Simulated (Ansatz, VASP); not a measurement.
## NaRh: VASP beside Ansatz

Contents of INCAR:

```
ALGO = Normal
EDIFF = 1E-6
ENCUT = 520
GGA = PE
ISIF = 2
ISMEAR = 0
LASPH = True
LCHARG = True
LELF = True
LREAL = False
LVHAR = True
LWAVE = False
NBANDS = 18
NELM = 80
PREC = Accurate
SIGMA = 0.1
```

The input KPOINTS:

```
k-points
0
Gamma
  6 6 4
```

Contents of POSCAR:

```
NaRh
1.0
    1.8422412700     -2.6053225900      0.0000000000
    1.8422412700      2.6053225900      0.0000000000
    0.0000000000      0.0000000000      5.2106451800
Na Rh
1 1
Direct
    0.5000000000      0.5000000000      0.5000000000
    0.0000000000      0.0000000000      0.0000000000
```

Input for Ansatz:

```yaml
crystal:
  lattice:
    - [1.84224127, -2.60532259, 0.0]
    - [1.84224127, 2.60532259, 0.0]
    - [0.0, 0.0, 5.21064518]
  atoms:
    - { symbol: Na, position: [0.5, 0.5, 0.5] }
    - { symbol: Rh, position: [0.0, 0.0, 0.0] }
basis:
  ecutwfc: 420
kpoints:
  mp_grid: { grid: [6, 6, 4] }
hamiltonian:
  xc: pbe
scf:
  occupations: { method: gaussian, width: 0.1 }
  lower_state_search: "off"
output:
  forces: true
  stress: true
  eigenvalues: true
```

Alike in both runs: task single point; functional PBE; k mesh 6 × 6 × 4; occupations gaussian, width 0.1 eV; no spin polarisation.

```csv
,VASP,Ansatz
version,VASP 6.6.1,Ansatz 0.2.0
potentials or method,"VASP PAW PBE potentials, release 64 (Na_pv, Rh_pv), cutoff 520 eV","scalar-relativistic, plane waves, PAW"
valence electrons in the cell,22,26
```

```tsv
	VASP	Ansatz	Ansatz less VASP
gap on the k mesh at the Fermi level (eV)	none	none	-
pressure (GPa)	-10.9	-10.9	+0.01
traceless stress, the component that is largest in VASP (GPa)	3.55	3.55	+0.004
```

A gap of «none» marks a metal or a gap that the smearing closes. The functional is the same, so the differences come from potentials, cutoffs and numerics. VASP's potentials hold 22 valence electrons a cell and Ansatz's 26, so a difference there can come from the potentials and not from the codes.
